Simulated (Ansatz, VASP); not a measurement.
## SiB4W: VASP beside Ansatz

```
CELL_PARAMETERS angstrom
0.00000 3.18909 3.18909
3.18909 0.00000 3.18909
3.18909 3.18909 0.00000
ATOMIC_POSITIONS crystal
Si 0.75000 0.75000 0.75000
B 0.07796 0.07796 0.07796
B 0.07796 0.07796 0.76611
B 0.07796 0.76611 0.07796
B 0.76611 0.07796 0.07796
W 0.25000 0.25000 0.25000
```

Alike in both runs: task single point; functional PBE; k mesh 6 × 6 × 6; occupations gaussian, width 0.1 eV; no spin polarisation.

|  | VASP | Ansatz |
| --- | --- | --- |
| version | VASP 6.6.1 | Ansatz 0.2.0 |
| potentials or method | VASP PAW PBE potentials, release 64 (Si, B, W_sv), cutoff 520 eV | scalar-relativistic, plane waves, PAW |
| valence electrons in the cell | 30 | 30 |

|  | VASP | Ansatz | Ansatz less VASP |
| --- | --- | --- | --- |
| gap on the k mesh at the Fermi level (eV) | 0.08 | 0.08 | +0.003 |
| least direct gap on the mesh (eV) | 0.17 | 0.18 | +0.003 |
| rms of the force components (eV/Å) | 5.695 | 5.623 | -0.0725 |

Atom by atom the forces differ by 0.072 eV/Å (rms over components). The functional is the same, so the differences come from potentials, cutoffs and numerics.

Spin-orbit coupling is off throughout.
